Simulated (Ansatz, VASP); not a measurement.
**One calculation of Ru, two programs**

```
Ru
1.0
     0.00000    1.70616    2.41251
     1.70616    0.00000    2.41251
     1.70616    1.70616    0.00000
Ru
1
Direct
  0.00000 0.00000 0.00000
```

Alike in both runs: task single point; functional PBE; k mesh 24 × 24 × 24; occupations gaussian, width 0.15 eV; no spin polarisation.

```csv
,VASP,Ansatz
version,VASP 6.6.1,Ansatz 0.2.0
potentials or method,"VASP PAW PBE potentials, release 64 (Ru_pv), cutoff 520 eV","scalar-relativistic, plane waves, PAW"
valence electrons in the cell,14,16
```

|  | VASP | Ansatz | Ansatz less VASP |
| --- | --- | --- | --- |
| gap on the k mesh at the Fermi level (eV) | none | none | - |
| pressure (GPa) | 18.2 | 18.0 | -0.19 |
| traceless stress, the component that is largest in VASP (GPa) | -49.79 | -49.52 | +0.268 |

A gap of «none» marks a metal or a gap that the smearing closes. The functional is the same, so the differences come from potentials, cutoffs and numerics. VASP's potentials hold 14 valence electrons a cell and Ansatz's 16, so a difference there can come from the potentials and not from the codes.
